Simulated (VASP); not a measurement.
# Si3N in VASP: a series of runs

Si3N is run at these levels: PBE+D3(BJ); tasks: single point.

All numbers are computed with VASP 6.6.1; they aren't measurements. Logs are shortened: lines on timing, memory, paths and dates and some standing lists are left out, and cuts for length are marked.

## (1) The cell of the first run

The cell holds a slab with vacuum, 8 atoms: a = 3.833 Å, b = 5.421 Å, c = 22.488 Å, α = 90.00°, β = 90.00°, γ = 90.00°.

## (2) Single point, PBE+D3(BJ)

INCAR

```
SYSTEM = Si3N
PREC     = Accurate       ! precision mode
ENCUT    = 1000           ! plane-wave cutoff, eV
EDIFF    = 1E-6           ! SCF threshold, eV
ISMEAR   = 0              ! smearing method
SIGMA    = 0.05           ! smearing width, eV
LREAL    = .FALSE.        ! projectors in reciprocal space
LASPH    = .TRUE.         ! aspherical terms in the spheres
NELM     = 120            ! most SCF steps
ALGO     = Normal         ! electronic algorithm
ISIF     = 2              ! what is computed and relaxed
LWAVE    = .FALSE.        ! write WAVECAR
LCHARG   = .TRUE.         ! write CHGCAR
LDIPOL   = .TRUE.       
IDIPOL   = 3            
DIPOL    = 0.5 0.5 0.321
GGA      = PE             ! functional
IVDW     = 12             ! dispersion correction
LELF     = .TRUE.         ! ELF
LVHAR    = .TRUE.       
LVACPOTAV= .TRUE.       
NBANDS   = 27             ! bands
GGA_COMPAT= .FALSE.      
NELMDL   = -8
```

KPOINTS

```
Automatic mesh
0
G
  7 5 1
  0 0 0
```

POSCAR

```
Si3N
1.0
    3.8333442755      0.0000000000      0.0000000000
    0.0000000000      5.4211674636      0.0000000000
    0.0000000000      0.0000000000     22.4877586337
Si N
6 2
Direct
    0.5000000000      0.0000000000      0.1778745523
    0.0000000000      0.2500000000      0.1778745523
    0.0000000000      0.5038839981      0.2608672216
    0.5000000000      0.7461160019      0.2608672216
    0.5000000000      0.0086033066      0.3418641564
    0.0000000000      0.2413966934      0.3418641564
    0.5000000000      0.6752699732      0.4797169344
    0.5000000000      0.6752699732      0.5286324363
```

Potentials or basis: VASP PAW PBE potentials, release 64 (Si, N_h).

Launch:

```
$ cat potpaw_PBE.64/Si/POTCAR potpaw_PBE.64/N_h/POTCAR > POTCAR
$ mpirun -np 1 vasp_std > vasp.out
```

OUTCAR:

```text
SYSTEM = Si3N
   PREC = Accurate
   ENCUT = 1000
   EDIFF = 1E-6
   ISMEAR = 0
   LREAL = .FALSE.
   LASPH = .TRUE.
   NELM = 120
   ISIF = 2
   GGA = PE
   IVDW = 12
   NELMDL = -8
 IVDW          = 12

 ion  position               nearest neighbor table
   1  0.500  0.000  0.178-   4 2.32   2 2.35   2 2.35
   2  0.000  0.250  0.178-   3 2.32   1 2.35   1 2.35
   3  0.000  0.504  0.261-   6 2.31   2 2.32   4 2.32   4 2.32
   4  0.500  0.746  0.261-   5 2.31   1 2.32   3 2.32   3 2.32
   5  0.500  0.009  0.342-   6 2.29   6 2.29   4 2.31
   6  0.000  0.241  0.342-   5 2.29   5 2.29   3 2.31
   7  0.500  0.675  0.480-   8 1.10
   8  0.500  0.675  0.529-   7 1.10

  LATTYP: Found a simple orthorhombic cell.
 ALAT       =     3.8333442755
 B/A-ratio  =     1.4142135624
 C/A-ratio  =     5.8663550721

  Lattice vectors:

 A1 = (   3.8333442755,   0.0000000000,   0.0000000000)
 A2 = (   0.0000000000,   5.4211674636,   0.0000000000)
 A3 = (   0.0000000000,   0.0000000000,  22.4877586337)

Analysis of symmetry for initial positions (statically):
=====================================================================
 Subroutine PRICEL returns:
 Original cell was already a primitive cell.

 Routine SETGRP: Setting up the symmetry group for a
 simple orthorhombic supercell.

 Subroutine GETGRP returns: Found  2 space group operations
 (whereof  2 operations were pure point group operations)
 out of a pool of  8 trial point group operations.

The static configuration has the point symmetry C_1h.

Analysis of symmetry for dynamics (positions and initial velocities):
=====================================================================
 Subroutine PRICEL returns:
 Original cell was already a primitive cell.

 Routine SETGRP: Setting up the symmetry group for a
 simple orthorhombic supercell.

 Subroutine GETGRP returns: Found  2 space group operations
 (whereof  2 operations were pure point group operations)
 out of a pool of  8 trial point group operations.

The dynamic configuration has the point symmetry C_1h.

 Subroutine INISYM returns: Found  2 space group operations
 (whereof  2 operations are pure point group operations),
 and found     1 'primitive' translations

----------------------------------------------------------------------------------------

                                     Primitive cell

  volume of cell :     467.3226

  direct lattice vectors                    reciprocal lattice vectors
     3.833344276  0.000000000  0.000000000     0.260868821  0.000000000  0.000000000
     0.000000000  5.421167464  0.000000000     0.000000000  0.184462112  0.000000000
     0.000000000  0.000000000 22.487758634     0.000000000  0.000000000  0.044468638

  length of vectors
     3.833344276  5.421167464 22.487758634     0.260868821  0.184462112  0.044468638

  position of ions in fractional coordinates (direct lattice)
     0.500000000  0.000000000  0.177874552
     0.000000000  0.250000000  0.177874552
     0.000000000  0.503883998  0.260867222
     0.500000000  0.746116002  0.260867222
     0.500000000  0.008603307  0.341864156
     0.000000000  0.241396693  0.341864156
     0.500000000  0.675269973  0.479716934
     0.500000000  0.675269973  0.528632436

  ion indices of the primitive-cell ions
   primitive index   ion index
                 1           1
                 2           2
                 3           3
                 4           4
                 5           5
                 6           6
                 7           7
                 8           8

----------------------------------------------------------------------------------------

 KPOINTS: Automatic mesh

Automatic generation of k-mesh.
 Grid dimensions read from file:
 generate k-points for:    7    5    1

 Generating k-lattice:

  Cartesian coordinates                     Fractional coordinates (reciprocal lattice)
     0.037266974  0.000000000  0.000000000     0.142857143  0.000000000  0.000000000
     0.000000000  0.036892422  0.000000000     0.000000000  0.200000000  0.000000000
     0.000000000  0.000000000  0.044468638     0.000000000  0.000000000  1.000000000

  Length of vectors
     0.037266974  0.036892422  0.044468638

  Shift w.r.t. Gamma in fractional coordinates (k-lattice)
     0.000000000  0.000000000  0.000000000

 Subroutine IBZKPT returns following result:
 ===========================================

 Found     12 irreducible k-points:

 Following reciprocal coordinates:
            Coordinates               Weight
  0.000000  0.000000  0.000000      1.000000
  0.142857  0.000000  0.000000      2.000000
  0.285714  0.000000  0.000000      2.000000
  0.428571  0.000000  0.000000      2.000000
  0.000000  0.200000  0.000000      2.000000
  0.142857  0.200000  0.000000      4.000000
  0.285714  0.200000  0.000000      4.000000
  0.428571  0.200000  0.000000      4.000000
  0.000000  0.400000  0.000000      2.000000
  0.142857  0.400000  0.000000      4.000000
  0.285714  0.400000  0.000000      4.000000
  0.428571  0.400000  0.000000      4.000000
   k-points           NKPTS =     12   k-points in BZ     NKDIM =     12   number of bands    NBANDS=     27
   number of dos      NEDOS =    301   number of ions     NIONS =      8
   total plane-waves  NPLWV = 537600
   dimension x,y,z NGX =    40 NGY =   56 NGZ =  240
   dimension x,y,z NGXF=    80 NGYF=  112 NGZF=  480
   ions per type =               6   2
   NGX,Y,Z   is equivalent  to a cutoff of  17.35, 17.17, 17.74 a.u.
   NGXF,Y,Z  is equivalent  to a cutoff of  34.69, 34.35, 35.49 a.u.
 SYSTEM =  Si3N
   PREC   = accura    normal or accurate (medium, high low for compatibility)
   ISTART =      0    job   : 0-new  1-cont  2-samecut
   ICHARG =      2    charge: 1-file 2-atom 10-const
   ISPIN  =      1    spin polarized calculation?
   LNONCOLLINEAR =      F non collinear calculations
   LSORBIT =      F    spin-orbit coupling
   LASPH  =      T    aspherical Exc in radial PAW
   ENCUT  = 1000.0 eV  73.50 Ry    8.57 a.u.   9.88 13.98 57.98*2*pi/ulx,y,z
   NELM   =    120;   NELMIN=  2; NELMDL= -8     # of ELM steps
   EDIFF  = 0.1E-05   stopping-criterion for ELM
   LREAL  =      F    real-space projection
   EDIFFG = 0.1E-04   stopping-criterion for IOM
   NSW    =      0    number of steps for IOM
   IBRION =     -1    ionic relax: 0-MD 1-quasi-New 2-CG
   NFREE  =      0    steps in history (QN), initial steepest desc. (CG)
   ISIF   =      2    stress and relaxation
   ISYM   =      2    0-nonsym 1-usesym 2-fastsym
   POTIM  = 0.5000    time-step for ionic-motion
   TEBEG  =    0.0;   TEEND  =   0.0 temperature during run
   PSTRESS=    0.0 pullay stress
   NELECT =      34.0000    total number of electrons
   NUPDOWN=      -1.0000    fix difference up-down
   EMIN   =  10.00;   EMAX   =-10.00  energy-range for DOS
   EFERMI =   0.00;   METHOD = LEGACY
   ISMEAR =     0;   SIGMA  =   0.05  broadening in eV -4-tet -1-fermi 0-gaus
   EFERMI_NEDOS =   21; number of points for ismear=-14 and -15
   IALGO  =     38    algorithm
   IMIX   =      4    mixing-type and parameters
     AMIX     =   0.40;   BMIX     =  1.00
     AMIX_MAG =   1.60;   BMIX_MAG =  1.00
  volume/ion in A,a.u.               =      58.42       394.21
  Fermi-wavevector in a.u.,A,eV,Ry     =   0.683432  1.291500  6.355006  0.467080
  Thomas-Fermi vector in A             =   1.762794
   LORBIT       =      0    0 simple, 1 ext, 2 COOP (PROOUT), +10 PAW based schemes
   GGA     = PE    functional components
   LHFCALC =     F    Hartree Fock is set to
   AEXX    =    0.0000 exact exchange contribution
   IVDW    =    12    specifies the selected vdW correction
   LEPSILON=     F    determine dielectric tensor
   LRPA    =     F    only Hartree local field effects (RPA)
 non-spin polarized calculation
 Gauss-broadening in eV      SIGMA  =   0.05
  energy-cutoff  :     1000.00
  volume of cell :      467.32
 maximum number of plane-waves:     33592
 NGX is ok and might be reduce to    40
   NGX = 19   NGY = 27   NGZ =115

 number of electron      34.0000000 magnetization

 dipolmoment           0.000000      0.000000     -0.004429 electrons x Angstroem

 Free energy of the ion-electron system (eV)
  ---------------------------------------------------
  ext. energy  EPLUGINS =         0.00000000
  ---------------------------------------------------
  free energy    TOTEN  =       -45.19092208 eV

  energy without entropy =      -45.18351186  energy(sigma->0) =      -45.18721697

 E-fermi :  -1.6980     XC(G=0):  -3.8137

 val. band max:       -1.7088854927   @ k =   0.2857   0.2000   0.0000
 cond. band min:      -1.6923307161   @ k =   0.2857   0.4000   0.0000
 fundamental gap:      0.0165547766
 Fermi energy:        -1.6980466204

 k-point     1 :       0.0000    0.0000    0.0000
  band No.  band energies     occupation
      1     -25.3577      2.00000
      2     -13.1138      2.00000
      3     -11.2703      2.00000
      4     -10.6699      2.00000
      5      -9.8097      2.00000
      6      -8.7810      2.00000
[... 19 lines left out ...]
     26       1.6097      0.00000
     27       2.5295      0.00000

 k-point     2 :       0.1429    0.0000    0.0000
  band No.  band energies     occupation
      1     -25.3544      2.00000
      2     -12.9335      2.00000
      3     -11.0865      2.00000
      4     -10.6530      2.00000
      5      -9.6174      2.00000
      6      -8.8840      2.00000
[... 19 lines left out ...]
     26       2.2578      0.00000
     27       2.6614      0.00000

 k-point     3 :       0.2857    0.0000    0.0000
  band No.  band energies     occupation
      1     -25.3469      2.00000
      2     -12.4013      2.00000
      3     -10.6575      2.00000
      4     -10.4970      2.00000
      5      -9.4348      2.00000
      6      -9.0434      2.00000
[... 19 lines left out ...]
     26       2.5560      0.00000
     27       3.3361      0.00000

 k-point     4 :       0.4286    0.0000    0.0000
  band No.  band energies     occupation
      1     -25.3408      2.00000
      2     -11.5506      2.00000
      3     -10.6117      2.00000
      4     -10.4684      2.00000
      5      -9.6234      2.00000
      6      -8.8941      2.00000
[... 19 lines left out ...]
     26       2.8531      0.00000
     27       3.4169      0.00000
[... 156 lines left out ...]
      4     -10.9055      2.00000
      5     -10.6563      2.00000
      6      -8.7541      2.00000
[... 19 lines left out ...]
     26       2.4445      0.00000
     27       2.7577      0.00000

 k-point    11 :       0.2857    0.4000    0.0000
  band No.  band energies     occupation
      1     -25.3467      2.00000
      2     -11.7901      2.00000
      3     -11.0728      2.00000
      4     -10.6308      2.00000
      5     -10.3546      2.00000
      6      -8.7791      2.00000
[... 19 lines left out ...]
     26       2.9238      0.00000
     27       3.6297      0.00000

 k-point    12 :       0.4286    0.4000    0.0000
  band No.  band energies     occupation
      1     -25.3407      2.00000
      2     -11.0799      2.00000
      3     -10.6812      2.00000
      4     -10.5971      2.00000
      5      -9.4882      2.00000
      6      -8.8912      2.00000
[... 19 lines left out ...]
     26       2.7460      0.00000
     27       3.2492      0.00000

------------------------ aborting loop because EDIFF is reached ----------------------------------------

 Edisp (eV)   -1.63250

 E8    (eV) :    -0.6912

  FORCE on cell =-STRESS in cart. coord.  units (eV):
  Direction    XX          YY          ZZ          XY          YZ          ZX
  --------------------------------------------------------------------------------------
  -------------------------------------------------------------------------------------
  Total       0.14475     0.25472     0.89445     0.00000    -0.04745     0.00000
  in kB       0.49625     0.87329     3.06654     0.00000    -0.16268     0.00000
  external pressure =        1.48 kB  Pullay stress =        0.00 kB

 VOLUME and BASIS-vectors are now :
 -----------------------------------------------------------------------------
  energy-cutoff  :     1000.00
  volume of cell :      467.32
      direct lattice vectors                 reciprocal lattice vectors
     3.833344276  0.000000000  0.000000000     0.260868821  0.000000000  0.000000000
     0.000000000  5.421167464  0.000000000     0.000000000  0.184462112  0.000000000
     0.000000000  0.000000000 22.487758634     0.000000000  0.000000000  0.044468638

 POSITION                                       TOTAL-FORCE (eV/Angst)
 -----------------------------------------------------------------------------------
      1.91667      0.00000      4.00000         0.000000      0.546646     -0.060853
      0.00000      1.35529      4.00000         0.000000     -0.549024     -0.056105
      0.00000      2.73164      5.86632         0.000000     -0.082069      0.006660
      1.91667      4.04482      5.86632         0.000000      0.073241      0.014082
      1.91667      0.04664      7.68776         0.000000      0.050118     -0.001771
      0.00000      1.30865      7.68776         0.000000     -0.010131      0.089154
      1.91667      3.66075     10.78776         0.000000     -0.044278     -0.442776
      1.91667      3.66075     11.88776         0.000000      0.015497      0.451610
 -----------------------------------------------------------------------------------
    total drift:                                0.000000      0.000095     -0.000006

  FREE ENERGIE OF THE ION-ELECTRON SYSTEM (eV)
  ---------------------------------------------------
  free  energy   TOTEN  =       -46.8234207994 eV

  energy  without entropy=      -46.8160105789  energy(sigma->0) =      -46.81971569

 vacuum level on the upper side and lower side of the slab         3.103         3.141
```

It took 15 min on 1 thread of Intel Xeon Platinum 8375C at 2.90GHz (Ice Lake), shared host; peak memory 1.1 GiB.

Results:

| Property | Result |
| --- | --- |
| Free energy | -46.8234 eV |
| Largest force | 0.552 eV/Å |
| Band gap on the k mesh | zero (bands 17 and 18 overlap by 0.25 eV) |
| Dispersion energy per atom | -0.204 eV |

Forces on the atoms (eV/Å):
```
Si   0.000  0.547 -0.061
Si   0.000 -0.549 -0.056
Si   0.000 -0.082  0.007
Si   0.000  0.073  0.014
Si   0.000  0.050 -0.002
Si   0.000 -0.010  0.089
N    0.000 -0.044 -0.443
N    0.000  0.015  0.452
```

## (3) Single point, PBE+D3(BJ)

INCAR

```
  ALGO = Normal
  DIPOL = 0.5 0.5 0.321
  EDIFF = 1E-6
  ENCUT = 1000
  GGA = PE
  GGA_COMPAT = F
  IDIPOL = 3
  ISIF = 2
  ISMEAR = 0
  IVDW = 12
  LASPH = T
  LCHARG = F
  LDIPOL = T
  LREAL = F
  LWAVE = F
  NBANDS = 27
  NELM = 120
  NELMDL = -8
  PREC = Accurate
  SIGMA = 0.05
```

KPOINTS

```
k-points
0
Gamma
  7 5 1
```

Changes to POSCAR since step 2:

```diff
@@ -14,3 +14,3 @@
     0.0000000000      0.2413966934      0.3418641564
-    0.5000000000      0.6752699732      0.4797169344
-    0.5000000000      0.6752699732      0.5286324363
+    1.0000000000      0.3419366399      0.4797169344
+    1.0000000000      0.3419366399      0.5286324363
```

Potentials or basis: VASP PAW PBE potentials, release 64 (Si, N_h).

Launch:

```
$ cat potpaw_PBE.64/Si/POTCAR potpaw_PBE.64/N_h/POTCAR > POTCAR
$ mpirun -np 1 vasp_std > vasp.out
```

OUTCAR:

```text
EDIFF = 1E-6
   ENCUT = 1000
   GGA = PE
   ISIF = 2
   ISMEAR = 0
   IVDW = 12
   LASPH = T
   LREAL = F
   NELM = 120
   NELMDL = -8
   PREC = Accurate
 IVDW          = 12

 ion  position               nearest neighbor table
   1  0.500  0.000  0.178-   4 2.32   2 2.35   2 2.35
   2  0.000  0.250  0.178-   3 2.32   1 2.35   1 2.35
   3  0.000  0.504  0.261-   6 2.31   2 2.32   4 2.32   4 2.32
   4  0.500  0.746  0.261-   5 2.31   1 2.32   3 2.32   3 2.32
   5  0.500  0.009  0.342-   6 2.29   6 2.29   4 2.31
   6  0.000  0.241  0.342-   5 2.29   5 2.29   3 2.31
   7  0.000  0.342  0.480-   8 1.10
   8  0.000  0.342  0.529-   7 1.10

  LATTYP: Found a simple orthorhombic cell.
 ALAT       =     3.8333442755
 B/A-ratio  =     1.4142135624
 C/A-ratio  =     5.8663550721

  Lattice vectors:

 A1 = (   3.8333442755,   0.0000000000,   0.0000000000)
 A2 = (   0.0000000000,   5.4211674636,   0.0000000000)
 A3 = (   0.0000000000,   0.0000000000,  22.4877586337)

Analysis of symmetry for initial positions (statically):
[... 187 lines left out ...]
      4     -10.8908      2.00000
      5      -9.6817      2.00000
      6      -8.9738      2.00000
[... 349 lines left out ...]
     26       2.8721      0.00000
     27       3.3434      0.00000

------------------------ aborting loop because EDIFF is reached ----------------------------------------

 vacuum level on the upper side and lower side of the slab       (xc-potential included)        -0.316         0.069

 Edisp (eV)   -1.63772

 E8    (eV) :    -0.6939

  FORCE on cell =-STRESS in cart. coord.  units (eV):
  Direction    XX          YY          ZZ          XY          YZ          ZX
  --------------------------------------------------------------------------------------
  -------------------------------------------------------------------------------------
  Total       0.17494     0.23866     1.37477     0.00000    -0.01382     0.00000
  in kB       0.59976     0.81821     4.71329     0.00000    -0.04739     0.00000
  external pressure =        2.04 kB  Pullay stress =        0.00 kB

 VOLUME and BASIS-vectors are now :
 -----------------------------------------------------------------------------
  energy-cutoff  :     1000.00
  volume of cell :      467.32
      direct lattice vectors                 reciprocal lattice vectors
     3.833344276  0.000000000  0.000000000     0.260868821  0.000000000  0.000000000
     0.000000000  5.421167464  0.000000000     0.000000000  0.184462112  0.000000000
     0.000000000  0.000000000 22.487758634     0.000000000  0.000000000  0.044468638

 POSITION                                       TOTAL-FORCE (eV/Angst)
 -----------------------------------------------------------------------------------
      1.91667      0.00000      4.00000         0.000000      0.560821     -0.043433
      0.00000      1.35529      4.00000         0.000000     -0.553122     -0.053878
      0.00000      2.73164      5.86632         0.000000     -0.071514     -0.000008
      1.91667      4.04482      5.86632         0.000000      0.115387     -0.000503
      1.91667      0.04664      7.68776         0.000000     -0.049493      0.125277
      0.00000      1.30865      7.68776         0.000000     -0.037117     -0.204494
      0.00000      1.85370     10.78776         0.000000      0.048255     -0.267915
      0.00000      1.85370     11.88776         0.000000     -0.013216      0.444955
 -----------------------------------------------------------------------------------
    total drift:                               -0.000000      0.000018      0.000029

  FREE ENERGIE OF THE ION-ELECTRON SYSTEM (eV)
  ---------------------------------------------------
  free  energy   TOTEN  =       -46.7693845201 eV

  energy  without entropy=      -46.7627584945  energy(sigma->0) =      -46.76607151

 vacuum level on the upper side and lower side of the slab         2.826         3.216
```

stdout:

```text
POSCAR found type information on POSCAR SiN
 POSCAR found :  2 types and       8 ions
 scaLAPACK will be used
 LDA part: xc-table for (Slater+PW92), standard interpolation
 POSCAR, INCAR and KPOINTS ok, starting setup
 FFT: planning ... GRIDC
 FFT: planning ... GRID_SOFT
 FFT: planning ... GRID
 WAVECAR not read
 entering main loop
```

It took 19 min on 1 thread of AMD EPYC 7R43 (Zen 3), shared host; peak memory 1.1 GiB.

What came out:

```yaml
Free_energy: -46.7694 eV
Largest_force: 0.563 eV/Å
Band_gap_on_the_k_mesh: zero (bands 17 and 18 overlap by 0.28 eV)
Dispersion_energy_per_atom: -0.205 eV
```

Forces in eV/Å, atoms in the order of the input:
```
Si   0.000  0.561 -0.043
Si   0.000 -0.553 -0.054
Si   0.000 -0.072  0.000
Si   0.000  0.115 -0.001
Si   0.000 -0.049  0.125
Si   0.000 -0.037 -0.204
N    0.000  0.048 -0.268
N    0.000 -0.013  0.445
```

The gap in the log of VASP goes by the Fermi energy; the results here count the filled bands.